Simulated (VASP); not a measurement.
# Ag (Im-3m) in VASP: notebook

Runs on Ag. Level: PBE. Tasks: single point.

Program: VASP 6.6.1. These are calculated values, not measurements. Logs are shortened: lines on timing, memory, paths and dates and some standing lists are left out, and cuts for length are marked.

## Step 1: The cell of the first run

Symmetry: Im-3m, No. 229, cubic system. The conventional cell has a = 3.089 Å, b = 3.089 Å, c = 3.089 Å, α = 90.00°, β = 90.00°, γ = 90.00°. Within 3.5 Å of Ag (site symmetry m-3m) lie 14 Ag at 2.68 to 3.09 Å.

## Step 2: Single point, PBE

The input, INCAR:

```
SYSTEM = Ag
PREC = Accurate ; ENCUT = 520
EDIFF = 1E-6 ; ISMEAR = -1
SIGMA = 0.08 ; LREAL = .False.
LASPH = .True. ; NELM = 80
ALGO = Normal ; ISIF = 2
LWAVE = .False. ; LCHARG = .False.
GGA = PE ; NBANDS = 12
```

The input, KPOINTS:

```
regular mesh
0
Gamma
  17 17 17
  0 0 0
```

The input, POSCAR:

```
Ag
1.0
   -1.5447310892      1.5447310892      1.5447310892
    1.5447310892     -1.5447310892      1.5447310892
    1.5447310892      1.5447310892     -1.5447310892
Ag
1
Direct
    0.0000000000      0.0000000000      0.0000000000
```

Potentials or basis: VASP PAW PBE potentials, release 64 (Ag).

Launch:

```sh
> cat potpaw_PBE.64/Ag/POTCAR > POTCAR
> mpirun -np 1 vasp_std > vasp.out
```

OUTCAR:

```text
SYSTEM = Ag
   PREC = Accurate
   ENCUT = 520
   EDIFF = 1E-6
   ISMEAR = -1
   LREAL = .False.
   LASPH = .True.
   NELM = 80
   ISIF = 2
   GGA = PE

 ion  position               nearest neighbor table
   1  0.000  0.000  0.000-

  LATTYP: Found a body centered cubic cell.
 ALAT       =     3.0894621784

  Lattice vectors:

 A1 = (  -1.5447310892,   1.5447310892,   1.5447310892)
 A2 = (   1.5447310892,  -1.5447310892,   1.5447310892)
 A3 = (   1.5447310892,   1.5447310892,  -1.5447310892)

Analysis of symmetry for initial positions (statically):
=====================================================================
 Subroutine PRICEL returns:
 Original cell was already a primitive cell.

 Routine SETGRP: Setting up the symmetry group for a
 body centered cubic supercell.

 Subroutine GETGRP returns: Found 48 space group operations
 (whereof 48 operations were pure point group operations)
 out of a pool of 48 trial point group operations.

The static configuration has the point symmetry O_h .

Analysis of symmetry for dynamics (positions and initial velocities):
=====================================================================
 Subroutine PRICEL returns:
 Original cell was already a primitive cell.

 Routine SETGRP: Setting up the symmetry group for a
 body centered cubic supercell.

 Subroutine GETGRP returns: Found 48 space group operations
 (whereof 48 operations were pure point group operations)
 out of a pool of 48 trial point group operations.

The dynamic configuration has the point symmetry O_h .

 Subroutine INISYM returns: Found 48 space group operations
 (whereof 48 operations are pure point group operations),
 and found     1 'primitive' translations

----------------------------------------------------------------------------------------

                                     Primitive cell

  volume of cell :      14.7441

  direct lattice vectors                    reciprocal lattice vectors
    -1.544731089  1.544731089  1.544731089     0.000000000  0.323680933  0.323680933
     1.544731089 -1.544731089  1.544731089     0.323680933  0.000000000  0.323680933
     1.544731089  1.544731089 -1.544731089     0.323680933  0.323680933  0.000000000

  length of vectors
     2.675552731  2.675552731  2.675552731     0.457753965  0.457753965  0.457753965

[... 77 lines left out ...]
   NELM   =     80;   NELMIN=  2; NELMDL= -5     # of ELM steps
   EDIFF  = 0.1E-05   stopping-criterion for ELM
   LREAL  =      F    real-space projection
   EDIFFG = 0.1E-04   stopping-criterion for IOM
   NSW    =      0    number of steps for IOM
   IBRION =     -1    ionic relax: 0-MD 1-quasi-New 2-CG
   NFREE  =      0    steps in history (QN), initial steepest desc. (CG)
   ISIF   =      2    stress and relaxation
   ISYM   =      2    0-nonsym 1-usesym 2-fastsym
   POTIM  = 0.5000    time-step for ionic-motion
   TEBEG  =    0.0;   TEEND  =   0.0 temperature during run
   PSTRESS=    0.0 pullay stress
   NELECT =      11.0000    total number of electrons
   NUPDOWN=      -1.0000    fix difference up-down
   EMIN   =  10.00;   EMAX   =-10.00  energy-range for DOS
   EFERMI =   0.00;   METHOD = LEGACY
   ISMEAR =    -1;   SIGMA  =   0.08  broadening in eV -4-tet -1-fermi 0-gaus
   EFERMI_NEDOS =   21; number of points for ismear=-14 and -15
   IALGO  =     38    algorithm
   IMIX   =      4    mixing-type and parameters
     AMIX     =   0.40;   BMIX     =  1.00
     AMIX_MAG =   1.60;   BMIX_MAG =  1.00
  volume/ion in A,a.u.               =      14.74        99.50
  Fermi-wavevector in a.u.,A,eV,Ry     =   1.484794  2.805854 29.995580  2.204613
  Thomas-Fermi vector in A             =   2.598286
   LORBIT       =      0    0 simple, 1 ext, 2 COOP (PROOUT), +10 PAW based schemes
   GGA     = PE    functional components
   LHFCALC =     F    Hartree Fock is set to
   AEXX    =    0.0000 exact exchange contribution
   IVDW    =     0    specifies the selected vdW correction
   LEPSILON=     F    determine dielectric tensor
   LRPA    =     F    only Hartree local field effects (RPA)
 non-spin polarized calculation
  energy-cutoff  :      520.00
  volume of cell :       14.74
 maximum number of plane-waves:       410
   NGX =  9   NGY =  9   NGZ =  9

 number of electron      10.9999996 magnetization

 Free energy of the ion-electron system (eV)
  ---------------------------------------------------
  ext. energy  EPLUGINS =         0.00000000
  ---------------------------------------------------
  free energy    TOTEN  =        -2.44487882 eV

  energy without entropy =       -2.44002809  energy(sigma->0) =       -2.44245345

 E-fermi :  10.6586     XC(G=0): -13.1011

 val. band max:       10.5857653739   @ k =   0.4706   0.0588   0.0000
 cond. band min:      10.6764797738   @ k =  -0.3529   0.4706   0.0588
 fundamental gap:      0.0907143999
 Fermi energy:        10.6585953943

 k-point     1 :       0.0000    0.0000    0.0000
  band No.  band energies     occupation
      1       1.7301      2.00000
      2       5.0863      2.00000
      3       5.0863      2.00000
      4       5.0863      2.00000
      5       6.7765      2.00000
      6       6.7765      2.00000
      7      29.0597      0.00000
      8      29.0597      0.00000
      9      29.0597      0.00000
     10      36.8658      0.00000
     11      36.8658      0.00000
     12      37.9594      0.00000
[... 331 lines left out ...]
 k-point    24 :       0.1765    0.1765    0.0000
  band No.  band energies     occupation
      1       3.8648      2.00000
      2       4.6813      2.00000
      3       4.9810      2.00000
      4       6.3961      2.00000
      5       6.9463      2.00000
      6       7.8090      2.00000
      7      23.6437      0.00000
      8      23.7912      0.00000
      9      28.2133      0.00000
     10      31.0838      0.00000
     11      35.1245      0.00000
     12      37.4213      0.00000

 [... further k-points ...]
[... 5 lines left out ...]
  --------------------------------------------------------------------------------------
  -------------------------------------------------------------------------------------
  Total        2.8092164      2.8092164      2.8092164     -0.0000000      0.0000000     -0.0000000
  in kB      305.2650792    305.2650792    305.2650792     -0.0000000      0.0000000     -0.0000000
  external PRESSURE =     305.2650792 kB  Pullay stress =       0.0000000 kB

 VOLUME and BASIS-vectors are now :
 -----------------------------------------------------------------------------
  energy-cutoff  :      520.00
  volume of cell :       14.74
      direct lattice vectors                 reciprocal lattice vectors
    -1.544731089  1.544731089  1.544731089     0.000000000  0.323680933  0.323680933
     1.544731089 -1.544731089  1.544731089     0.323680933  0.000000000  0.323680933
     1.544731089  1.544731089 -1.544731089     0.323680933  0.323680933  0.000000000

 POSITION                                       TOTAL-FORCE (eV/Angst)
 -----------------------------------------------------------------------------------
      0.00000      0.00000      0.00000         0.000000      0.000000      0.000000
 -----------------------------------------------------------------------------------
    total drift:                                0.000000     -0.000000      0.000000

  FREE ENERGIE OF THE ION-ELECTRON SYSTEM (eV)
  ---------------------------------------------------
  free  energy   TOTEN  =        -2.4448788151 eV

  energy  without entropy=       -2.4400280873  energy(sigma->0) =       -2.44245345
```

stdout:

```text
POSCAR found type information on POSCAR Ag
 POSCAR found :  1 types and       1 ions
 scaLAPACK will be used
 LDA part: xc-table for (Slater+PW92), standard interpolation
 POSCAR, INCAR and KPOINTS ok, starting setup
 FFT: planning ... GRIDC
 FFT: planning ... GRID_SOFT
 FFT: planning ... GRID
 WAVECAR not read
 entering main loop
```

It took 8.3 s on 1 thread of Intel Xeon 6975P-C (Granite Rapids), shared host; peak memory 0.14 GiB.

What came out:

- Free energy: -2.4449 eV
- Pressure: 30.5 GPa

## Step 3: Single point, PBE

The input, INCAR:

```
SYSTEM = Ag
PREC = Accurate
ENCUT = 520
EDIFF = 1E-6
ISMEAR = -1
SIGMA = 0.08
LREAL = .FALSE.
LASPH = .TRUE.
NELM = 80
ALGO = Normal
ISIF = 2
LWAVE = .FALSE.
LCHARG = .FALSE.
GGA = PE
NBANDS = 12
```

The input, KPOINTS:

```
regular mesh
0
G
  17 17 17
  0 0 0
```

The input, POSCAR:

```
Ag
1.0
   -1.5445912373      1.5445912373      1.5445912373
    1.5445912373     -1.5445912373      1.5445912373
    1.5445912373      1.5445912373     -1.5445912373
Ag
1
Direct
    0.0000000000      0.0000000000      0.0000000000
```

Potentials or basis: VASP PAW PBE potentials, release 64 (Ag).

Launch:

```sh
> cat potpaw_PBE.64/Ag/POTCAR > POTCAR
> mpirun -np 1 vasp_std > vasp.out
```

OUTCAR:

```text
SYSTEM = Ag
   PREC = Accurate
   ENCUT = 520
   EDIFF = 1E-6
   ISMEAR = -1
   LREAL = .FALSE.
   LASPH = .TRUE.
   NELM = 80
   ISIF = 2
   GGA = PE

 ion  position               nearest neighbor table
   1  0.000  0.000  0.000-

  LATTYP: Found a body centered cubic cell.
 ALAT       =     3.0891824746

  Lattice vectors:

 A1 = (  -1.5445912373,   1.5445912373,   1.5445912373)
 A2 = (   1.5445912373,  -1.5445912373,   1.5445912373)
 A3 = (   1.5445912373,   1.5445912373,  -1.5445912373)

Analysis of symmetry for initial positions (statically):
=====================================================================
 Subroutine PRICEL returns:
 Original cell was already a primitive cell.

 Routine SETGRP: Setting up the symmetry group for a
 body centered cubic supercell.

 Subroutine GETGRP returns: Found 48 space group operations
 (whereof 48 operations were pure point group operations)
 out of a pool of 48 trial point group operations.

The static configuration has the point symmetry O_h .

Analysis of symmetry for dynamics (positions and initial velocities):
[... 158 lines left out ...]
 val. band max:       10.5897605254   @ k =   0.4706   0.0588   0.0000
 cond. band min:      10.6810795598   @ k =  -0.3529   0.4706   0.0588
 fundamental gap:      0.0913190344
 Fermi energy:        10.6631281128

 k-point     1 :       0.0000    0.0000    0.0000
  band No.  band energies     occupation
      1       1.7323      2.00000
      2       5.0895      2.00000
      3       5.0895      2.00000
      4       5.0895      2.00000
      5       6.7804      2.00000
      6       6.7804      2.00000
      7      29.0648      0.00000
      8      29.0648      0.00000
      9      29.0648      0.00000
     10      36.8738      0.00000
     11      36.8738      0.00000
     12      37.9697      0.00000
[... 331 lines left out ...]
 k-point    24 :       0.1765    0.1765    0.0000
  band No.  band energies     occupation
      1       3.8674      2.00000
      2       4.6842      2.00000
      3       4.9840      2.00000
      4       6.3998      2.00000
      5       6.9503      2.00000
      6       7.8131      2.00000
      7      23.6505      0.00000
      8      23.7977      0.00000
      9      28.2206      0.00000
     10      31.0900      0.00000
     11      35.1323      0.00000
     12      37.4300      0.00000

 [... further k-points ...]
[... 5 lines left out ...]
  --------------------------------------------------------------------------------------
  -------------------------------------------------------------------------------------
  Total        2.8145276      2.8145276      2.8145276     -0.0000000      0.0000000     -0.0000000
  in kB      305.9253069    305.9253069    305.9253069     -0.0000000      0.0000000     -0.0000000
  external PRESSURE =     305.9253069 kB  Pullay stress =       0.0000000 kB

 VOLUME and BASIS-vectors are now :
 -----------------------------------------------------------------------------
  energy-cutoff  :      520.00
  volume of cell :       14.74
      direct lattice vectors                 reciprocal lattice vectors
    -1.544591237  1.544591237  1.544591237     0.000000000  0.323710240  0.323710240
     1.544591237 -1.544591237  1.544591237     0.323710240  0.000000000  0.323710240
     1.544591237  1.544591237 -1.544591237     0.323710240  0.323710240  0.000000000

 POSITION                                       TOTAL-FORCE (eV/Angst)
 -----------------------------------------------------------------------------------
      0.00000      0.00000      0.00000         0.000000      0.000000      0.000000
 -----------------------------------------------------------------------------------
    total drift:                                0.000000     -0.000000      0.000000

  FREE ENERGIE OF THE ION-ELECTRON SYSTEM (eV)
  ---------------------------------------------------
  free  energy   TOTEN  =        -2.4441142741 eV

  energy  without entropy=       -2.4392676277  energy(sigma->0) =       -2.44169095
```

OSZICAR:

```text
N       E                     dE             d eps       ncg     rms          rms(c)
DAV:   1     0.526652722881E+02    0.52665E+02   -0.55506E+03  3976   0.851E+02
DAV:   2    -0.189114051612E+01   -0.54556E+02   -0.51841E+02  4668   0.202E+02
DAV:   3    -0.273264485030E+01   -0.84150E+00   -0.84110E+00  4592   0.258E+01
DAV:   4    -0.273496659959E+01   -0.23217E-02   -0.23217E-02  4560   0.144E+00
DAV:   5    -0.273498200872E+01   -0.15409E-04   -0.15409E-04  4580   0.103E-01    0.788E+00
DAV:   6    -0.246634733250E+01    0.26863E+00   -0.87651E-01  4700   0.868E+00    0.477E+00
DAV:   7    -0.244857595038E+01    0.17771E-01   -0.26484E-02  4640   0.151E+00    0.240E+00
DAV:   8    -0.244410477378E+01    0.44712E-02   -0.94061E-04  4532   0.259E-01    0.141E-01
DAV:   9    -0.244410958875E+01   -0.48150E-05   -0.69568E-06  4316   0.227E-02    0.236E-02
DAV:  10    -0.244411476532E+01   -0.51766E-05   -0.32830E-06  4636   0.155E-02    0.732E-03
DAV:  11    -0.244411427412E+01    0.49120E-06   -0.80107E-08  2344   0.242E-03
   1 F= -.24441143E+01 E0= -.24416910E+01  d E =-.484665E-02
```

It took 8.6 s on 1 thread of Intel Xeon 6975P-C (Granite Rapids), shared host; peak memory 0.14 GiB.

Results:

```
Free energy : -2.4441 eV
Pressure    : 30.6 GPa
```
